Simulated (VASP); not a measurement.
# Co2Pd (P-3m1) in VASP: single point with LDA

Aim: the single point of Co2Pd with LDA.

Everything below comes from runs of VASP 6.6.1. Logs are shortened: lines on timing, memory, paths and dates and some standing lists are left out, and cuts for length are marked.

### 1 The cell of the first run

The structure is trigonal, space group P-3m1 (No. 164). Conventional cell: a = 2.638 Å, b = 2.638 Å, c = 6.319 Å, α = 90.00°, β = 90.00°, γ = 120.00°. Within 3.2 Å of Co (site symmetry 3m) lie 9 Co at 2.43 to 2.64 Å and 3 Pd at 2.68 Å. Within 3.5 Å of Pd (site symmetry -3m) lie 6 Pd at 2.64 Å and 6 Co at 2.68 Å.

### 2 Single point, LDA, collinear spin, ferromagnetic start

The input, INCAR:

```
SYSTEM = Co2Pd
  ALGO = Normal
  EDIFF = 1E-6
  ENCUT = 600
  GGA_COMPAT = .FALSE.
  ISIF = 2
  ISMEAR = -1
  ISPIN = 2
  LASPH = .TRUE.
  LCHARG = .FALSE.
  LMAXMIX = 4
  LORBIT = 11
  LREAL = .FALSE.
  LWAVE = .FALSE.
  MAGMOM = 3.2 3.2 0
  NBANDS = 25
  NELM = 200
  PREC = Accurate
  SIGMA = 0.1
```

The input, KPOINTS:

```
k-points
0
G
  12 12 5
  0 0 0
```

The input, POSCAR:

```
Co2Pd
1.0
    2.6379310000      0.0000000000      0.0000000000
   -1.3189650000      2.2845150000      0.0000000000
    0.0000000000      0.0000000000      6.3193440000
Co Pd
2 1
Direct
    0.3333333333      0.6666666667      0.6502220000
    0.6666666667      0.3333333333      0.3497780000
    0.0000000000      0.0000000000      0.0000000000
```

Potentials or basis: VASP PAW LDA potentials, release 64 (Co, Pd).

Launch:

```sh
> cat potpaw_LDA.64/Co/POTCAR potpaw_LDA.64/Pd/POTCAR > POTCAR
> mpirun -np 1 vasp_std > vasp.out
```

OUTCAR:

```text
SYSTEM = Co2Pd
   EDIFF = 1E-6
   ENCUT = 600
   ISIF = 2
   ISMEAR = -1
   ISPIN = 2
   LASPH = .TRUE.
   LORBIT = 11
   LREAL = .FALSE.
   NELM = 200
   PREC = Accurate

 ion  position               nearest neighbor table
   1  0.333  0.667  0.650-   2 2.43   2 2.43   2 2.43   3 2.68   3 2.68   3 2.68
   2  0.667  0.333  0.350-   1 2.43   1 2.43   1 2.43   3 2.68   3 2.68   3 2.68
   3  0.000  0.000  0.000-   1 2.68   2 2.68   1 2.68   2 2.68   2 2.68   1 2.68

  LATTYP: Found a hexagonal cell.
 ALAT       =     2.6379310000
 C/A-ratio  =     2.3955683450

  Lattice vectors:

 A1 = (   2.6379310000,   0.0000000000,   0.0000000000)
 A2 = (  -1.3189650000,   2.2845150000,   0.0000000000)
 A3 = (   0.0000000000,   0.0000000000,   6.3193440000)

Analysis of symmetry for initial positions (statically):
=====================================================================
 Subroutine PRICEL returns:
 Original cell was already a primitive cell.

 Routine SETGRP: Setting up the symmetry group for a
 hexagonal supercell.

 Subroutine GETGRP returns: Found 12 space group operations
 (whereof 12 operations were pure point group operations)
 out of a pool of 24 trial point group operations.

The static configuration has the point symmetry D_3d.

Analysis of symmetry for dynamics (positions and initial velocities):
=====================================================================
 Subroutine PRICEL returns:
 Original cell was already a primitive cell.

 Routine SETGRP: Setting up the symmetry group for a
 hexagonal supercell.

 Subroutine GETGRP returns: Found 12 space group operations
 (whereof 12 operations were pure point group operations)
 out of a pool of 24 trial point group operations.

The dynamic configuration has the point symmetry D_3d.

Analysis of structural, dynamic, and magnetic symmetry:
=====================================================================
 Subroutine PRICEL returns:
 Original cell was already a primitive cell.

 Routine SETGRP: Setting up the symmetry group for a
 hexagonal supercell.

 Subroutine GETGRP returns: Found 12 space group operations
 (whereof 12 operations were pure point group operations)
 out of a pool of 24 trial point group operations.

The overall configuration has the point symmetry D_3d.

 Subroutine INISYM returns: Found 12 space group operations
 (whereof 12 operations are pure point group operations),
 and found     1 'primitive' translations

[... 121 lines left out ...]
   GGA     = CA    functional components
   LHFCALC =     F    Hartree Fock is set to
   AEXX    =    0.0000 exact exchange contribution
   IVDW    =     0    specifies the selected vdW correction
   LEPSILON=     F    determine dielectric tensor
   LRPA    =     F    only Hartree local field effects (RPA)
 spin polarized calculation
  energy-cutoff  :      600.00
  volume of cell :       38.08
 maximum number of plane-waves:      1284
 NGX is ok and might be reduce to    24
   NGX = 11   NGY = 11   NGZ = 25

 number of electron      27.9999997 magnetization       3.6535139

 Free energy of the ion-electron system (eV)
  ---------------------------------------------------
  ext. energy  EPLUGINS =         0.00000000
  ---------------------------------------------------
  free energy    TOTEN  =       -22.28700875 eV

  energy without entropy =      -22.18405177  energy(sigma->0) =      -22.23553026

 E-fermi :   9.3981     XC(G=0): -13.3849

 val. band max:        9.3968079570   @ k =   0.1667   0.0833   0.4000
 cond. band min:       9.4038326518   @ k =   0.3333   0.1667   0.2000
 fundamental gap:      0.0070246948
 Fermi energy:         9.3980737920

 spin component 1

 k-point     1 :       0.0000    0.0000    0.0000
  band No.  band energies     occupation
      1       1.1468      1.00000
      2       3.4445      1.00000
      3       4.3891      1.00000
      4       6.1149      1.00000
      5       6.1149      1.00000
      6       6.4712      1.00000
[... 661 lines left out ...]
     24      28.4218      0.00000
     25      29.2063      0.00000

 [... further k-points ...]

 spin component 2

 k-point     1 :       0.0000    0.0000    0.0000
  band No.  band energies     occupation
      1       1.2932      1.00000
      2       3.5930      1.00000
      3       4.9119      1.00000
      4       6.2923      1.00000
      5       6.2923      1.00000
      6       6.7997      1.00000
[... 661 lines left out ...]
     24      28.6274      0.00000
     25      29.4976      0.00000

 [... further k-points ...]

------------------------ aborting loop because EDIFF is reached ----------------------------------------

  FORCE on cell =-STRESS in cart. coord.  units (eV):
  Direction    XX          YY          ZZ          XY          YZ          ZX
  --------------------------------------------------------------------------------------
  -------------------------------------------------------------------------------------
  Total       -4.0836092     -4.0836083     -4.0192816     -0.0000009      0.0000000     -0.0000000
  in kB     -171.8008514   -171.8008124   -169.0945366     -0.0000376      0.0000000     -0.0000000
  external PRESSURE =    -170.8987335 kB  Pullay stress =       0.0000000 kB

 VOLUME and BASIS-vectors are now :
 -----------------------------------------------------------------------------
  energy-cutoff  :      600.00
  volume of cell :       38.08
      direct lattice vectors                 reciprocal lattice vectors
     2.637931000  0.000000000  0.000000000     0.379084972  0.218864753  0.000000000
    -1.318965000  2.284515000  0.000000000     0.000000000  0.437729671  0.000000000
     0.000000000  0.000000000  6.319344000     0.000000000  0.000000000  0.158244273

 POSITION                                       TOTAL-FORCE (eV/Angst)
 -----------------------------------------------------------------------------------
      0.00000      1.52301      4.10898        -0.000000     -0.000000     -0.171667
      1.31897      0.76150      2.21037         0.000000      0.000000      0.171667
      0.00000      0.00000      0.00000        -0.000000      0.000000      0.000000
 -----------------------------------------------------------------------------------
    total drift:                                0.000000     -0.000000      0.000000

  FREE ENERGIE OF THE ION-ELECTRON SYSTEM (eV)
  ---------------------------------------------------
  free  energy   TOTEN  =       -22.2870087484 eV

  energy  without entropy=      -22.1840517691  energy(sigma->0) =      -22.23553026

 total charge

# of ion       s       p       d       tot
------------------------------------------
    1        0.447   0.427   7.228   8.102
    2        0.447   0.427   7.228   8.102
    3        0.550   0.575   8.492   9.617
--------------------------------------------------
tot          1.444   1.429  22.949  25.821

 magnetization (x)

# of ion       s       p       d       tot
------------------------------------------
    1       -0.008  -0.023   1.762   1.731
    2       -0.008  -0.023   1.762   1.731
    3       -0.010  -0.024   0.235   0.201
--------------------------------------------------
tot         -0.026  -0.070   3.760   3.663
```

It took 5.4 min on 1 thread of Oxide Virtual Turin-like, shared host; peak memory 0.24 GiB.

What came out:

| Item | Value |
| --- | --- |
| Free energy | -22.2870 eV |
| Pressure | -17.1 GPa |
| Largest force | 0.172 eV/Å |
| Net moment | 3.65 μB per cell |
| Site moments | Co +1.73; Pd +0.20 μB |
| Valence electrons inside the program's atomic spheres | Co 8.10; Pd 9.62 |

Forces on the atoms (eV/Å):
```
Co   0.000  0.000 -0.172
Co   0.000  0.000  0.172
Pd   0.000  0.000  0.000
```

Levels at points of the mesh, in eV from the Fermi level:
Spin up:
```
           k point  band 12  band 13  band 14  band 15  band 16  band 17  band 18  band 19  band 20  band 21
(0.00, 0.00, 0.00)    -1.83    -1.50    -1.50    -1.04    -1.04    -1.00    -1.00    10.66    11.04    17.87
(0.50, 0.00, 0.00)    -0.85    -0.49    -0.47     0.02     1.73     2.01     2.63     6.45     7.52     9.59
```
Spin down:
| k point | band 8 | band 9 | band 10 | band 11 | band 12 | band 13 | band 14 | band 15 | band 16 | band 17 |
| --- | --- | --- | --- | --- | --- | --- | --- | --- | --- | --- |
| (0.00, 0.00, 0.00) | -1.55 | -1.39 | -0.91 | -0.91 | -0.52 | -0.43 | -0.43 | 0.21 | 0.21 | 0.70 |
| (0.50, 0.00, 0.00) | -1.39 | -0.86 | -0.75 | 0.15 | 0.86 | 0.86 | 0.95 | 1.09 | 2.52 | 2.66 |

Caveat: the cell stands under tension.
